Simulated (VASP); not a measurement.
# SiO2 (P6_422) in VASP: notebook, part 2 of 2

VASP 6.6.1. The steps go on from the part before.

### 4 Single point, r2SCAN (strain -0.030 along x and y, +0.000 along z)

Contents of POSCAR:

```
SiO2
1.0
    4.9078874806      0.0000000000      0.0000000000
   -2.4539437403      4.2503552371      0.0000000000
    0.0000000000      0.0000000000      5.5410855823
Si O
3 6
Direct
    0.0000000000      0.5000000000      0.3333333333
    0.5000000000      0.5000000000      0.6666666667
    0.5000000000      0.0000000000      0.0000000000
    0.5834989535      0.7917494768      0.8333333333
    0.7917494768      0.5834989535      0.5000000000
    0.7917494768      0.2082505232      0.1666666667
    0.4165010465      0.2082505232      0.8333333333
    0.2082505232      0.4165010465      0.5000000000
    0.2082505232      0.7917494768      0.1666666667
```

Contents of INCAR.step1:

```
SYSTEM = SiO2
ALGO = Normal ; EDIFF = 1E-4
ENCUT = 520 ; GGA = PE
ISMEAR = 0 ; LASPH = .True.
LCHARG = .False. ; LREAL = .False.
LWAVE = .True. ; NBANDS = 34
NELM = 60 ; PREC = Accurate
SIGMA = 0.05
```

Contents of INCAR.step2:

```
SYSTEM = SiO2
ALGO = Normal ; EDIFF = 1E-7
ENCUT = 520 ; ISIF = 2
ISMEAR = 0 ; ISTART = 1
LASPH = .True. ; LCHARG = .True.
LELF = .True. ; LMIXTAU = .True.
LREAL = .False. ; LVHAR = .True.
LWAVE = .False. ; METAGGA = R2SCAN
NBANDS = 34 ; NELM = 60
PREC = Accurate ; SIGMA = 0.05
```

Contents of KPOINTS:

```
k-points
0
Gamma
  6 6 4
  0 0 0
```

Started as:

```bash
$ cat potpaw_PBE.64/Si/POTCAR potpaw_PBE.64/O/POTCAR > POTCAR
$ cp INCAR.step1 INCAR
$ mpirun -np 1 vasp_std > vasp.out
$ cp INCAR.step2 INCAR
$ mpirun -np 1 vasp_std > vasp.out
```

Run time: 7.4 min. Hardware: 1 thread of Intel Xeon Platinum 8259CL at 2.50GHz (Skylake/Cascade Lake), shared host; peak memory 0.29 GiB.

Results (log left out):

```
Free energy            : -89.0443 eV
Pressure               : 13.1 GPa
Largest force          : 0.558 eV/Å
Band gap on the k mesh : 6.53 eV (least direct gap 6.68 eV)
```

Forces in eV/Å, atoms in the order of the input:
```
Si   0.000  0.000  0.000
Si   0.000  0.000  0.000
Si   0.000  0.000  0.000
O    0.484  0.279  0.000
O    0.000  0.558  0.000
O    0.484 -0.279  0.000
O   -0.484 -0.279  0.000
O    0.000 -0.558  0.000
O   -0.484  0.279  0.000
```

Stress tensor (GPa, compression positive):
```
13.71  0.00  0.00
 0.00 13.71  0.00
 0.00  0.00 11.89
```

Levels at points of the mesh, in eV from the valence-band top:
| k point | band 20 | band 21 | band 22 | band 23 | band 24 | band 25 | band 26 | band 27 | band 28 | band 29 |
| --- | --- | --- | --- | --- | --- | --- | --- | --- | --- | --- |
| (0.00, 0.00, 0.00) | -1.14 | -1.14 | -0.53 | -0.53 | -0.15 | 6.53 | 9.93 | 9.93 | 10.39 | 10.39 |
| (0.50, 0.00, 0.00) | -1.36 | -1.27 | -1.16 | -0.44 | -0.03 | 8.69 | 9.61 | 10.60 | 10.94 | 11.07 |
| (0.00, 0.00, 0.50) | -2.07 | -1.21 | -0.38 | 0.00 | 0.00 | 8.40 | 8.40 | 9.25 | 10.95 | 10.95 |
| (0.50, 0.00, 0.50) | -1.53 | -1.04 | -0.84 | -0.81 | -0.35 | 9.91 | 10.01 | 10.43 | 10.59 | 10.65 |

Caveat: the cell differs from its parent crystal (strain -0.030 along x and y, +0.000 along z); the cell stands under pressure; the PAW data sets were made with another functional, which shifts forces and pressure a little. A k mesh can miss the band edges.

### 5 Single point, r2SCAN (strain -0.015 along x and y, -0.030 along z)

Edit POSCAR of step 4 so:

```diff
@@ -2,5 +2,5 @@
 1.0
-    4.9078874806      0.0000000000      0.0000000000
-   -2.4539437403      4.2503552371      0.0000000000
-    0.0000000000      0.0000000000      5.5410855823
+    4.9837826479      0.0000000000      0.0000000000
+   -2.4918913239      4.3160823800      0.0000000000
+    0.0000000000      0.0000000000      5.3748530148
 Si O
```

Contents of INCAR.step1:

```
PREC = Accurate ; ENCUT = 520
ISMEAR = 0 ; SIGMA = 0.05
LREAL = False ; LASPH = True
NELM = 60 ; NBANDS = 34
GGA = PE ; ALGO = Normal
EDIFF = 1E-4 ; LWAVE = True
LCHARG = False
```

Contents of INCAR.step2:

```
PREC = Accurate ; ENCUT = 520
EDIFF = 1E-6 ; ISMEAR = 0
SIGMA = 0.05 ; LREAL = False
LASPH = True ; NELM = 60
ALGO = Normal ; ISIF = 2
LWAVE = False ; LCHARG = False
METAGGA = R2SCAN ; LMIXTAU = True
NBANDS = 34 ; ISTART = 1
```

Contents of KPOINTS:

```
regular mesh
0
Gamma
  6 6 4
```

Potentials or basis: VASP PAW PBE potentials, release 64 (Si, O).

Started as:

```bash
$ cat potpaw_PBE.64/Si/POTCAR potpaw_PBE.64/O/POTCAR > POTCAR
$ cp INCAR.step1 INCAR
$ mpirun -np 1 vasp_std > vasp.out
$ cp INCAR.step2 INCAR
$ mpirun -np 1 vasp_std > vasp.out
```

OUTCAR:

```text
PREC = Accurate
   ENCUT = 520
   EDIFF = 1E-6
   ISMEAR = 0
   LREAL = False
   LASPH = True
   NELM = 60
   ISIF = 2
   METAGGA = R2SCAN
   ISTART = 1

 ion  position               nearest neighbor table
   1  0.000  0.500  0.333-   6 1.58   9 1.58   8 1.58   5 1.58   3 3.07   3 3.07   2 3.07   2 3.07

   2  0.500  0.500  0.667-   4 1.58   7 1.58   5 1.58   8 1.58   3 3.07   3 3.07   1 3.07   1 3.07

   3  0.500  0.000  0.000-   4 1.58   7 1.58   6 1.58   9 1.58   2 3.07   2 3.07   1 3.07   1 3.07

   4  0.583  0.792  0.833-   3 1.58   2 1.58
   5  0.792  0.583  0.500-   1 1.58   2 1.58
   6  0.792  0.208  0.167-   1 1.58   3 1.58
   7  0.417  0.208  0.833-   3 1.58   2 1.58
   8  0.208  0.417  0.500-   1 1.58   2 1.58
   9  0.208  0.792  0.167-   1 1.58   3 1.58

  LATTYP: Found a hexagonal cell.
 ALAT       =     4.9837826479
 C/A-ratio  =     1.0784685839

  Lattice vectors:

 A1 = (   4.9837826479,   0.0000000000,   0.0000000000)
 A2 = (  -2.4918913239,   4.3160823800,   0.0000000000)
 A3 = (   0.0000000000,   0.0000000000,   5.3748530148)

Analysis of symmetry for initial positions (statically):
=====================================================================
 Subroutine PRICEL returns:
 Original cell was already a primitive cell.

 Routine SETGRP: Setting up the symmetry group for a
 hexagonal supercell.

 Subroutine GETGRP returns: Found 12 space group operations
 (whereof  4 operations were pure point group operations)
 out of a pool of 24 trial point group operations.

The static configuration has the point symmetry D_2 .
 The point group associated with its full space group is D_6 .

Analysis of symmetry for dynamics (positions and initial velocities):
=====================================================================
[... 144 lines left out ...]
  Thomas-Fermi vector in A             =   2.356472
   LORBIT       =      0    0 simple, 1 ext, 2 COOP (PROOUT), +10 PAW based schemes
   METAGGA = R2SCAN    functional components
   LHFCALC =     F    Hartree Fock is set to
   AEXX    =    0.0000 exact exchange contribution
   IVDW    =     0    specifies the selected vdW correction
   LEPSILON=     F    determine dielectric tensor
   LRPA    =     F    only Hartree local field effects (RPA)
 non-spin polarized calculation
 Gauss-broadening in eV      SIGMA  =   0.05
  energy-cutoff  :      520.00
  volume of cell :      115.62
 maximum number of plane-waves:      3146
 NGX is ok and might be reduce to    40
   NGX = 19   NGY = 19   NGZ = 19

 number of electron      47.9999993 magnetization

 Free energy of the ion-electron system (eV)
  ---------------------------------------------------
  ext. energy  EPLUGINS =         0.00000000
  ---------------------------------------------------
  free energy    TOTEN  =       -89.05417450 eV

  energy without entropy =      -89.05417450  energy(sigma->0) =      -89.05417450

 E-fermi :   0.7822     XC(G=0):  -9.4718

 val. band max:        0.5153348581   @ k =   0.5000   0.0000   0.0000
 cond. band min:       7.0860734042   @ k =   0.0000   0.0000   0.0000
 fundamental gap:      6.5707385461
 Fermi energy:         0.7821611500

 k-point     1 :       0.0000    0.0000    0.0000
  band No.  band energies     occupation
      1     -20.2408      2.00000
      2     -18.6549      2.00000
      3     -18.6549      2.00000
      4     -18.0673      2.00000
      5     -18.0082      2.00000
      6     -18.0082      2.00000
[... 766 lines left out ...]
     33      13.1796      0.00000
     34      13.2410      0.00000

------------------------ aborting loop because EDIFF is reached ----------------------------------------

  FORCE on cell =-STRESS in cart. coord.  units (eV):
  Direction    XX          YY          ZZ          XY          YZ          ZX
  --------------------------------------------------------------------------------------
  -------------------------------------------------------------------------------------
  Total        9.2507889      9.2507889     10.0001735      0.0000000      0.0000000      0.0000000
  in kB      128.1958433    128.1958433    138.5806859      0.0000000      0.0000000      0.0000000
  external PRESSURE =     131.6574575 kB  Pullay stress =       0.0000000 kB

 VOLUME and BASIS-vectors are now :
 -----------------------------------------------------------------------------
  energy-cutoff  :      520.00
  volume of cell :      115.62
      direct lattice vectors                 reciprocal lattice vectors
     4.983782648  0.000000000  0.000000000     0.200650805  0.115845796  0.000000000
    -2.491891324  4.316082380  0.000000000     0.000000000  0.231691593  0.000000000
     0.000000000  0.000000000  5.374853015     0.000000000  0.000000000  0.186051599

 POSITION                                       TOTAL-FORCE (eV/Angst)
 -----------------------------------------------------------------------------------
     -1.24595      2.15804      1.79162        -0.000000      0.000000     -0.000000
      1.24595      2.15804      3.58324        -0.000000      0.000000     -0.000000
      2.49189      0.00000      0.00000        -0.000000      0.000000      0.000000
      0.93508      3.41726      4.47904         0.433945      0.250538      0.000000
      2.49189      2.51843      2.68743         0.000000      0.501076      0.000000
      3.42697      0.89883      0.89581         0.433945     -0.250538     -0.000000
      1.55681      0.89883      4.47904        -0.433945     -0.250538      0.000000
     -0.00000      1.79765      2.68743        -0.000000     -0.501076      0.000000
     -0.93508      3.41726      0.89581        -0.433945      0.250538     -0.000000
 -----------------------------------------------------------------------------------
    total drift:                               -0.000000     -0.000000     -0.000001

  FREE ENERGIE OF THE ION-ELECTRON SYSTEM (eV)
  ---------------------------------------------------
  free  energy   TOTEN  =       -89.0541745046 eV

  energy  without entropy=      -89.0541745046  energy(sigma->0) =      -89.05417450
```

OSZICAR.step1:

```text
N       E                     dE             d eps       ncg     rms          rms(c)
DAV:   1     0.285202696056E+03    0.28520E+03   -0.25213E+04  1428   0.130E+03
DAV:   2    -0.616399474996E+02   -0.34684E+03   -0.33536E+03  1842   0.307E+02
DAV:   3    -0.808474159106E+02   -0.19207E+02   -0.19123E+02  1832   0.753E+01
DAV:   4    -0.810553176153E+02   -0.20790E+00   -0.20772E+00  1792   0.886E+00
DAV:   5    -0.810582207171E+02   -0.29031E-02   -0.29018E-02  1822   0.104E+00    0.279E+01
DAV:   6    -0.706105513465E+02    0.10448E+02   -0.35894E+01  1624   0.323E+01    0.135E+01
DAV:   7    -0.705562355648E+02    0.54316E-01   -0.12413E+00  1768   0.528E+00    0.473E+00
DAV:   8    -0.705380307004E+02    0.18205E-01   -0.73274E-02  1744   0.183E+00    0.178E+00
DAV:   9    -0.705464493528E+02   -0.84187E-02   -0.33980E-02  1712   0.117E+00    0.318E-01
DAV:  10    -0.705485038694E+02   -0.20545E-02   -0.28650E-03  1614   0.288E-01    0.868E-02
DAV:  11    -0.705485617509E+02   -0.57882E-04   -0.45395E-04  1792   0.133E-01
   1 F= -.70548562E+02 E0= -.70548562E+02  d E =-.147856E-10
```

Run time: 6.9 min. Hardware: 1 thread of Intel Xeon Platinum 8259CL at 2.50GHz (Skylake/Cascade Lake), shared host; peak memory 0.27 GiB.

Results:

```yaml
Free_energy: -89.0542 eV
Pressure: 13.2 GPa
Largest_force: 0.501 eV/Å
Band_gap_on_the_k_mesh: 6.57 eV (least direct gap 6.82 eV)
```

Forces on the atoms (eV/Å):
```
Si   0.000  0.000  0.000
Si   0.000  0.000  0.000
Si   0.000  0.000  0.000
O    0.434  0.251  0.000
O    0.000  0.501  0.000
O    0.434 -0.251  0.000
O   -0.434 -0.251  0.000
O    0.000 -0.501  0.000
O   -0.434  0.251  0.000
```

Levels at points of the mesh, in eV from the valence-band top:
| k point | band 21 | band 22 | band 23 | band 24 | band 25 | band 26 | band 27 | band 28 |
| --- | --- | --- | --- | --- | --- | --- | --- | --- |
| (0.00, 0.00, 0.00) | -1.06 | -0.52 | -0.52 | -0.25 | 6.57 | 10.05 | 10.05 | 10.39 |
| (0.50, 0.00, 0.00) | -1.27 | -1.09 | -0.36 | 0.00 | 8.71 | 9.61 | 10.69 | 10.81 |
| (0.00, 0.00, 0.50) | -1.31 | -0.26 | -0.02 | -0.02 | 8.51 | 8.51 | 9.49 | 11.20 |
| (0.50, 0.00, 0.50) | -1.02 | -0.77 | -0.71 | -0.40 | 9.96 | 10.20 | 10.59 | 10.69 |

Caveat: the cell differs from its parent crystal (strain -0.015 along x and y, -0.030 along z); the cell stands under pressure; the PAW data sets were made with another functional, which shifts forces and pressure a little. A k mesh can miss the band edges.

### 6 The runs side by side

```csv
cell,gap on the mesh (eV),pressure (GPa),largest force (eV/Å)
"a = 4.908, b = 4.908, c = 5.375 Å, angles 90.0, 90.0, 120.0°, 9 atoms",6.68,21.0,0.83
"a = 4.908, b = 4.908, c = 5.458 Å, angles 90.0, 90.0, 120.0°, 9 atoms",6.61,16.9,0.69
"a = 4.908, b = 4.908, c = 5.541 Å, angles 90.0, 90.0, 120.0°, 9 atoms",6.53,13.1,0.56
"a = 4.984, b = 4.984, c = 5.375 Å, angles 90.0, 90.0, 120.0°, 9 atoms",6.57,13.2,0.50
```

Alike in all rows: task single point; level r2SCAN; potentials or basis VASP PAW PBE potentials, release 64 (Si, O); no spin polarisation; k mesh 6 × 6 × 4; cutoff (eV) 520; smearing gaussian 0.05 eV.

Caveats: the cell stands under pressure; the PAW data sets were made with another functional, which shifts forces and pressure a little.

Total energies depend on the potentials used, so only differences within one code and one set of settings carry meaning.
